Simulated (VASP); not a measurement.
Runs of VASP 6.6.1 on Ga. The structure is that of space group I4/mmm (No. 139), or close to it. The cells are those of the table. 

```csv
cell,k mesh,gap on the mesh (eV),pressure (GPa)
"a = 3.126, b = 3.090 Å, angles 123.2, 123.9, 84.2°, 1 atom",18 × 18 × 18,none,-2.5
"a = 2.969, b = 2.983, c = 2.983 Å, angles 123.6, 123.6, 83.6°, 1 atom",16 × 16 × 18,none,(a)
"a = 3.044 Å, angles 124.9, 124.9, 81.7°, 1 atom",20 × 20 × 20,none,(b)
"a = 3.073, b = 3.073, c = 3.075 Å, angles 124.9, 124.9, 81.7°, 1 atom",18 × 18 × 18,none,0.2
"a = 3.104, b = 3.104, c = 2.999 Å, angles 121.8, 126.2, 85.4°, 1 atom",18 × 18 × 18,none,1.1
```

Alike in all rows: task single point; level PBE; potentials or basis VASP PAW PBE potentials, release 64 (Ga_d); no spin polarisation; cutoff (eV) 520; smearing gaussian 0.1 eV.

Q: Fill in the values left out.

A: (a) 4.4; (b) 1.9.

A k mesh can miss the band edges, and the runs leave out spin-orbit coupling on Ga.

A gap of «none» marks levels without a gap at the run's occupations.
